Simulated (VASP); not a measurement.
A run of VASP 6.6.1 is set up as follows.

INCAR

```
SYSTEM = KI
ALGO = Normal
EDIFF = 1E-8
ENCUT = 400
GGA = PS
GGA_COMPAT = .False.
ISIF = 2
ISMEAR = -1
LASPH = .True.
LCHARG = .False.
LEFG = .True.
LREAL = .False.
LWAVE = .False.
NBANDS = 15
NELM = 120
PREC = Accurate
SIGMA = 0.02
```

Contents of KPOINTS:

```
k-points
0
Gamma
  3 3 3
  0 0 0
```

The input POSCAR:

```
KI
1.0
    0.0000000000      3.5327750000      3.5327750000
    3.5327750000      0.0000000000      3.5327750000
    3.5327750000      3.5327750000      0.0000000000
K I
1 1
Direct
    0.0000000000      0.0000000000      0.0000000000
    0.5000000000      0.5000000000      0.5000000000
```

Potentials or basis: VASP PAW PBE potentials, release 64 (K_sv, I).

Run with:

```sh
$ cat potpaw_PBE.64/K_sv/POTCAR potpaw_PBE.64/I/POTCAR > POTCAR
$ mpirun -np 1 vasp_std > vasp.out
```

Question: Predict the band gap on the k mesh.

Answer: 3.81 eV.

Question: Predict the pressure.

Answer: -0.2 GPa.

Caveat: the k points lie up to 0.51 Å⁻¹ apart; the PAW data sets were made with another functional, which shifts forces and pressure a little; spin-orbit coupling is left out, which moves the levels of the heavy elements. A hybrid or GW would open this gap; PBEsol tends to underestimate it.
